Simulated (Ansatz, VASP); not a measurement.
# One calculation of Ir, two programs

The input INCAR:

```
SYSTEM = Ir
ALGO     = Normal         ! electronic algorithm
EDIFF    = 1E-6           ! SCF threshold, eV
EDIFFG   = -0.03          ! ionic threshold
ENCUT    = 600            ! plane-wave cutoff, eV
GGA      = PE             ! functional
IBRION   = 2              ! ionic algorithm
ISIF     = 3              ! what is computed and relaxed
ISMEAR   = 0              ! smearing method
LASPH    = .True.         ! aspherical terms in the spheres
LCHARG   = .False.        ! write CHGCAR
LREAL    = .False.        ! projectors in reciprocal space
LWAVE    = .False.        ! write WAVECAR
NELM     = 100            ! most SCF steps
NSW      = 80             ! ionic steps
PREC     = Accurate       ! precision mode
SIGMA    = 0.05           ! smearing width, eV
```

File KPOINTS:

```
k-points
0
Gamma
  8 8 4
  0 0 0
```

File POSCAR:

```
Ir
1.0
    2.7151030582      0.0000000000      0.0000000000
   -1.3575515291      2.3513482223      0.0000000000
    0.0000000000      0.0000000000      4.4346683284
Ir
2
Direct
    0.3333333333      0.6666666667      0.7500000000
    0.6666666667      0.3333333333      0.2500000000
```

Input for Ansatz:

```yaml
crystal:
  lattice:
    - [2.7151030582, 0.0, 0.0]
    - [-1.3575515291, 2.3513482223, 0.0]
    - [0.0, 0.0, 4.4346683284]
  atoms:
    - { symbol: Ir, position: [0.3333333333, 0.6666666667, 0.75] }
    - { symbol: Ir, position: [0.6666666667, 0.3333333333, 0.25] }
basis:
  ecutwfc: 420
  ecutrho_ratio: 4
kpoints:
  mp_grid: { grid: [8, 8, 4] }
hamiltonian:
  xc: pbe
scf:
  occupations: { method: gaussian, width: 0.05 }
output:
  forces: true
  stress: true
  eigenvalues: true
relax:
  f_tol: 0.03
  max_steps: 60
  cell: { stress_tol: 0.3 }
```

Alike in both runs: task relaxation of cell and atoms; functional PBE; k mesh 8 × 8 × 4; occupations gaussian, width 0.05 eV; no spin polarisation.

```csv
,VASP,Ansatz
version,VASP 6.6.1,Ansatz 0.2.0
potentials or method,"VASP PAW PBE potentials, release 64 (Ir), cutoff 600 eV","scalar-relativistic, plane waves, PAW"
valence electrons in the cell,18,34
```

|  | VASP | Ansatz | Ansatz less VASP |
| --- | --- | --- | --- |
| gap on the k mesh at the Fermi level, each at its own relaxed structure (eV) | none | none | - |
| relaxed volume (Å³/atom) | 14.62 | 14.58 | -0.036 |
| relaxed cell length with the largest relative difference (Å) | 2.766 | 2.764 | -0.0024 |

A gap of «none» marks a metal or a gap that the smearing closes. VASP's potentials hold 18 valence electrons a cell and Ansatz's 34, so a difference there can come from the potentials and not from the codes.

Spin-orbit coupling is off throughout.
